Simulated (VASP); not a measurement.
# YAl3N4 (I4/mmm) in VASP: further runs, part 2 of 2

VASP 6.6.1.

## 3. Single point, PBE

This run uses another cell than the first one, of 13.97 Å³/atom.

INCAR

```
PREC = Accurate ; ENCUT = 600
EDIFF = 1E-6 ; ISMEAR = 0
SIGMA = 0.1 ; LREAL = False
LASPH = True ; NELM = 120
ALGO = Normal ; ISIF = 2
LWAVE = False ; LCHARG = False
GGA = PE ; NBANDS = 30
GGA_COMPAT = False
```

KPOINTS

```
regular mesh
0
Gamma
  6 6 6
```

POSCAR

```
YAl3N4
1.0
   -2.4083401000      2.4083401000      4.8166802000
    2.4083401000     -2.4083401000      4.8166802000
    2.4083401000      2.4083401000     -4.8166802000
Y Al N
1 3 4
Direct
    0.0000000000      0.0000000000      0.0000000000
    0.5000000000      0.5000000000      0.0000000000
    0.7500000000      0.2500000000      0.5000000000
    0.2500000000      0.7500000000      0.5000000000
    0.7500000000      0.7500000000      0.0000000000
    0.2500000000      0.2500000000      0.0000000000
    0.5000000000      0.0000000000      0.5000000000
    0.0000000000      0.5000000000      0.5000000000
```

Potentials or basis: VASP PAW PBE potentials, release 64 (Y_sv, Al, N).

Launch:

```bash
$ cat potpaw_PBE.64/Y_sv/POTCAR potpaw_PBE.64/Al/POTCAR potpaw_PBE.64/N/POTCAR > POTCAR
$ mpirun -np 1 vasp_std > vasp.out
```

Run time: 4 min. Hardware: 1 thread of Intel Xeon 8259CL, shared host; peak memory 0.42 GiB.

The run converged. Its results:

* Free energy: -55.0546 eV
* Pressure: -31.0 GPa
* Largest force: 1.522 eV/Å
* Band gap on the k mesh: zero (filled and empty bands touch)

Forces in eV/Å, atoms in the order of the input:
```
Y    0.000  0.000  0.000
Al   0.000  0.000  0.000
Al   0.000  0.000  0.000
Al   0.000  0.000  0.000
N    0.000  0.000 -1.522
N    0.000  0.000  1.522
N    0.000  0.000  0.000
N    0.000  0.000  0.000
```

Stress tensor (GPa, compression positive):
```
-29.95   0.00   0.00
  0.00 -29.95   0.00
  0.00   0.00 -33.06
```

Levels at points of the mesh, in eV from the Fermi level:
| k point | band 17 | band 18 | band 19 | band 20 | band 21 | band 22 | band 23 | band 24 |
| --- | --- | --- | --- | --- | --- | --- | --- | --- |
| (0.00, 0.00, 0.00) | -1.44 | -0.41 | -0.33 | -0.02 | -0.02 | 1.38 | 2.82 | 3.21 |
| (0.50, 0.00, 0.00) | -1.62 | -1.18 | -0.67 | -0.49 | 2.98 | 3.24 | 3.88 | 4.08 |
| (0.50, 0.50, 0.00) | -1.02 | -0.93 | -0.88 | -0.78 | 3.15 | 3.44 | 4.35 | 4.43 |
| (0.50, 0.50, 0.50) | -1.60 | -1.29 | -0.20 | -0.20 | 0.02 | 1.33 | 2.62 | 3.01 |

Caveat: the cell stands under tension; forces of over 1 eV/Å act on the atoms, so gaps and moduli don't describe the material at rest.

## 4. Single point, PBE

INCAR

```
SYSTEM = YAl3N4
  PREC = Accurate
  ENCUT = 600
  EDIFF = 1E-6
  ISMEAR = 0
  SIGMA = 0.02
  LREAL = .FALSE.
  LASPH = .TRUE.
  NELM = 120
  ALGO = Normal
  ISIF = 2
  LWAVE = .FALSE.
  LCHARG = .FALSE.
  GGA = PE
  NBANDS = 30
  GGA_COMPAT = .FALSE.
```

KPOINTS

```
Automatic mesh
0
G
  8 8 8
  0 0 0
```

POSCAR

```
YAl3N4
1.0
   -2.2422937602      2.2422937602      4.1600073952
    2.2422937602     -2.2422937602      4.1600073952
    2.2422937602      2.2422937602     -4.1600073952
Y Al N
1 3 4
Direct
    0.0000000000      0.0000000000      0.0000000000
    0.5000000000      0.5000000000      0.0000000000
    0.7500000000      0.2500000000      0.5000000000
    0.2500000000      0.7500000000      0.5000000000
    0.7283680764      0.7283680764      0.0000000000
    0.2716319236      0.2716319236      0.0000000000
    0.5000000000      0.0000000000      0.5000000000
    0.0000000000      0.5000000000      0.5000000000
```

Launch:

```bash
$ cat potpaw_PBE.64/Y_sv/POTCAR potpaw_PBE.64/Al/POTCAR potpaw_PBE.64/N/POTCAR > POTCAR
$ mpirun -np 1 vasp_std > vasp.out
```

Wall time 5.9 min (1 thread of Intel Xeon 8259CL, shared host); peak memory 0.39 GiB.

Results (log left out):

```yaml
Free_energy: -59.3163 eV
Pressure: -0.4 GPa
Largest_force: 0.006 eV/Å
Band_gap_on_the_k_mesh: 1.83 eV
```

Forces in eV/Å, atoms in the order of the input:
```
Y    0.000  0.000  0.000
Al   0.000  0.000  0.000
Al   0.000  0.000  0.000
Al   0.000  0.000  0.000
N    0.000  0.000  0.006
N    0.000  0.000 -0.006
N    0.000  0.000  0.000
N    0.000  0.000  0.000
```

Levels at points of the mesh, in eV from the valence-band top:
```tsv
k point	band 18	band 19	band 20	band 21	band 22	band 23
(0.00, 0.00, 0.00)	-0.88	0.00	0.00	1.83	2.21	4.65
(0.50, 0.00, 0.00)	-1.77	-1.03	-0.52	4.01	4.86	5.18
(0.50, 0.50, 0.00)	-1.58	-1.34	-1.24	3.97	5.36	5.73
(0.50, 0.50, 0.50)	-1.93	-0.18	-0.18	2.00	2.52	2.52
```

A k mesh can miss the band edges.

## 5. Single point, PBE

INCAR

```
ALGO     = Normal         # electronic algorithm
EDIFF    = 1E-6           # SCF threshold, eV
ENCUT    = 600            # plane-wave cutoff, eV
GGA      = PE             # functional
GGA_COMPAT= False        
ISIF     = 2              # what is computed and relaxed
ISMEAR   = 0              # smearing method
LASPH    = True           # aspherical terms in the spheres
LCHARG   = False          # write CHGCAR
LREAL    = False          # projectors in reciprocal space
LWAVE    = False          # write WAVECAR
NBANDS   = 30             # bands
NELM     = 120            # most SCF steps
PREC     = Accurate       # precision mode
SIGMA    = 0.02           # smearing width, eV
```

KPOINTS

```
k-points
0
Gamma
  8 8 8
```

POSCAR

```
YAl3N4
1.0
   -2.2422609317      2.2422609317      4.1599510700
    2.2422609317     -2.2422609317      4.1599510700
    2.2422609317      2.2422609317     -4.1599510700
Y Al N
1 3 4
Direct
    0.0000000000      0.0000000000      0.0000000000
    0.5000000000      0.5000000000      0.0000000000
    0.7500000000      0.2500000000      0.5000000000
    0.2500000000      0.7500000000      0.5000000000
    0.7283736748      0.7283736748      0.0000000000
    0.2716263252      0.2716263252      0.0000000000
    0.5000000000      0.0000000000      0.5000000000
    0.0000000000      0.5000000000      0.5000000000
```

Launch:

```bash
$ cat potpaw_PBE.64/Y_sv/POTCAR potpaw_PBE.64/Al/POTCAR potpaw_PBE.64/N/POTCAR > POTCAR
$ mpirun -np 1 vasp_std > vasp.out
```

Run time: 5.4 min. Hardware: 1 thread of Intel Xeon 8259CL, shared host; peak memory 0.39 GiB.

It converged, with:

```yaml
Free_energy: -59.3163 eV
Pressure: -0.4 GPa
Largest_force: 0.005 eV/Å
Band_gap_on_the_k_mesh: 1.83 eV
```

Forces in eV/Å, atoms in the order of the input:
```
Y    0.000  0.000  0.000
Al   0.000  0.000  0.000
Al   0.000  0.000  0.000
Al   0.000  0.000  0.000
N    0.000  0.000  0.005
N    0.000  0.000 -0.005
N    0.000  0.000  0.000
N    0.000  0.000  0.000
```

Levels at points of the mesh, in eV from the valence-band top:
| k point | band 17 | band 18 | band 19 | band 20 | band 21 | band 22 | band 23 | band 24 |
| --- | --- | --- | --- | --- | --- | --- | --- | --- |
| (0.00, 0.00, 0.00) | -1.37 | -0.88 | 0.00 | 0.00 | 1.83 | 2.21 | 4.65 | 4.92 |
| (0.50, 0.00, 0.00) | -1.77 | -1.77 | -1.03 | -0.52 | 4.01 | 4.86 | 5.18 | 5.76 |
| (0.50, 0.50, 0.00) | -1.64 | -1.58 | -1.34 | -1.24 | 3.97 | 5.36 | 5.73 | 6.01 |
| (0.50, 0.50, 0.50) | -1.93 | -1.93 | -0.18 | -0.18 | 2.00 | 2.52 | 2.52 | 3.01 |

A k mesh can miss the band edges.

## 6. Relaxation of cell and atoms, PBE

This run uses another cell than the first one, of 13.97 Å³/atom.

INCAR

```
SYSTEM = YAl3N4
PREC     = Accurate       ! precision mode
ENCUT    = 600            ! plane-wave cutoff, eV
EDIFF    = 1E-7           ! SCF threshold, eV
ISMEAR   = 0              ! smearing method
SIGMA    = 0.1            ! smearing width, eV
LREAL    = .False.        ! projectors in reciprocal space
LASPH    = .True.         ! aspherical terms in the spheres
NELM     = 120            ! most SCF steps
ALGO     = Normal         ! electronic algorithm
ISIF     = 3              ! what is computed and relaxed
LWAVE    = .False.        ! write WAVECAR
LCHARG   = .False.        ! write CHGCAR
GGA      = PE             ! functional
IBRION   = 2              ! ionic algorithm
NSW      = 90             ! ionic steps
EDIFFG   = -0.04          ! ionic threshold
GGA_COMPAT= .False.      
NELMIN   = 4
```

KPOINTS

```
regular mesh
0
Gamma
  6 6 6
  0 0 0
```

POSCAR

```
YAl3N4
1.0
   -2.4083401000      2.4083401000      4.8166802000
    2.4083401000     -2.4083401000      4.8166802000
    2.4083401000      2.4083401000     -4.8166802000
Y Al N
1 3 4
Direct
    0.0000000000      0.0000000000      0.0000000000
    0.5000000000      0.5000000000      0.0000000000
    0.7500000000      0.2500000000      0.5000000000
    0.2500000000      0.7500000000      0.5000000000
    0.7500000000      0.7500000000      0.0000000000
    0.2500000000      0.2500000000      0.0000000000
    0.5000000000      0.0000000000      0.5000000000
    0.0000000000      0.5000000000      0.5000000000
```

Potentials or basis: VASP PAW PBE potentials, release 64 (Y_sv, Al, N).

Launch:

```bash
$ cat potpaw_PBE.64/Y_sv/POTCAR potpaw_PBE.64/Al/POTCAR potpaw_PBE.64/N/POTCAR > POTCAR
$ mpirun -np 1 vasp_std > vasp.out
```

Wall time 24 min (1 thread of Intel Xeon 8259CL, shared host); peak memory 0.45 GiB.

It converged, with:

| Item | Value |
| --- | --- |
| Free energy | -59.3527 eV |
| Relaxed volume | 10.43 Å³/atom |
| Relaxed cell | a = 5.227 Å, b = 5.227 Å, c = 5.227 Å, α = 129.24°, β = 129.24°, γ = 74.62° |
| Space group after relaxing (to 0.1 Å) | I4/mmm (No. 139) |
| Energy gained by relaxing | 537.3 meV/atom |
| Ionic steps | 9 |
| Pressure after relaxing | 0.1 GPa |
| Largest force after relaxing | 0.039 eV/Å |
| Band gap on the k mesh | 1.85 eV |

Forces on the atoms (eV/Å):
```
Y    0.000  0.000  0.000
Al   0.000  0.000  0.000
Al   0.000  0.000  0.000
Al   0.000  0.000  0.000
N    0.000  0.000  0.039
N    0.000  0.000 -0.039
N    0.000  0.000  0.000
N    0.000  0.000  0.000
```

Step by step:
| step | energy change (eV) | largest force (eV/Å) | pressure (GPa) | volume (Å³) |
| --- | --- | --- | --- | --- |
| 1 | 0.0000 | 1.5217 | -31.00 | 111.75 |
| 2 | -2.9877 | 2.9038 | 33.23 | 73.49 |
| 3 | -3.7850 | 2.5971 | 1.51 | 82.83 |
| 4 | -4.2156 | 0.2864 | 3.34 | 81.74 |
| 5 | -4.2259 | 0.2203 | 4.04 | 81.54 |
| 6 | -4.2858 | 0.3152 | -2.20 | 84.36 |
| 7 | -4.2873 | 0.2995 | -1.42 | 83.96 |
| 8 | -4.2971 | 0.0445 | 0.63 | 83.30 |
| 9 | -4.2981 | 0.0393 | 0.15 | 83.45 |

Final structure:
```
Y Al N
1.0
    -2.24021    2.24021    4.15721
     2.24021   -2.24021    4.15721
     2.24021    2.24021   -4.15721
Y Al N
1 3 4
Direct
  0.00000 0.00000 0.00000
  0.50000 0.50000 0.00000
  0.75000 0.25000 0.50000
  0.25000 0.75000 0.50000
  0.72824 0.72824 0.00000
  0.27176 0.27176 0.00000
  0.50000 0.00000 0.50000
  0.00000 0.50000 0.50000
```

Levels at points of the mesh, in eV from the valence-band top:
```
           k point  band 16  band 17  band 18  band 19  band 20  band 21  band 22  band 23  band 24  band 25
(0.00, 0.00, 0.00)    -1.37    -1.37    -0.88     0.00     0.00     1.85     2.20     4.68     4.92     4.92
(0.50, 0.00, 0.00)    -2.33    -1.78    -1.78    -1.04    -0.51     4.00     4.87     5.20     5.77     5.84
(0.50, 0.50, 0.00)    -2.16    -1.65    -1.58    -1.35    -1.25     3.98     5.37     5.74     6.03     6.04
(0.50, 0.50, 0.50)    -2.16    -1.93    -1.93    -0.18    -0.18     2.01     2.51     2.51     3.00     4.43
```

Caveat: the volume moved by over 15 % at a fixed basis, so the end points are rough. A k mesh can miss the band edges.

## 7. Summary

```csv
task,cell,k mesh,smearing,gap on the mesh (eV),pressure (GPa),largest force (eV/Å)
single point,"a = 5.230 Å, angles 129.2, 129.2, 74.6°, 8 atoms, atomic positions A",6 × 6 × 6,gaussian 0.1 eV,1.83,-0.4,0.01
single point,"a = 5.899 Å, angles 131.8, 131.8, 70.5°, 8 atoms, atomic positions B",6 × 6 × 6,gaussian 0.1 eV,none,-31.0,1.52
single point,"a = 5.231 Å, angles 129.2, 129.2, 74.6°, 8 atoms, atomic positions A",8 × 8 × 8,gaussian 0.02 eV,1.83,-0.4,-
relaxation of cell and atoms,"relaxed from a = 5.899 Å, angles 131.8, 131.8, 70.5°, 8 atoms, atomic positions B",6 × 6 × 6,gaussian 0.1 eV,1.85,0.1,0.04
```

Alike in all rows: level PBE; potentials or basis VASP PAW PBE potentials, release 64 (Y_sv, Al, N); no spin polarisation; cutoff (eV) 600.

Caveats: the cell stands under tension (at least some runs); forces of over 1 eV/Å act on the atoms, so gaps and moduli don't describe the material at rest (at least some runs); the volume moved by over 15 % at a fixed basis, so the end points are rough (at least some runs).

Total energies depend on the potentials used, so only differences within one code and one set of settings carry meaning.
